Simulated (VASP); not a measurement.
A run of VASP 6.6.1:

The input INCAR:

```
SYSTEM = Si2W
ALGO = Normal ; EDIFF = 1E-6
ENCUT = 520 ; ISIF = 2
ISMEAR = -1 ; LASPH = .True.
LCHARG = .False. ; LREAL = .False.
LWAVE = .False. ; NBANDS = 18
NELM = 60 ; PREC = Accurate
SIGMA = 0.05
```

File KPOINTS:

```
k-points
0
Gamma
  11 11 14
  0 0 0
```

File POSCAR:

```
Si2W
1.0
   -1.5505400000      1.6293400000      3.9400000000
    1.6293400000     -1.5505400000      3.9400000000
    1.5826600000      1.5826600000     -3.9078800000
Si W
2 1
Direct
    0.3330000000      0.3330000000      0.0000000000
    0.6670000000      0.6670000000      0.0000000000
    0.0000000000      0.0000000000      0.0000000000
```

Potentials or basis: VASP PAW LDA potentials, release 64 (Si, W_sv).

Launch:

```sh
$ cat potpaw_LDA.64/Si/POTCAR potpaw_LDA.64/W_sv/POTCAR > POTCAR
$ mpirun -np 1 vasp_std > vasp.out
```

Hardware: 1 thread of Intel(R) Xeon(R) 6975P-C (Granite Rapids), on a shared host.

Question: How long does it take, and how much memory?

Answer: It took 2.6 min on 1 thread of Intel(R) Xeon(R) 6975P-C (Granite Rapids), with other jobs on the host, peak memory 0.41 GiB. Counts: scf iterations 12, k points 468.
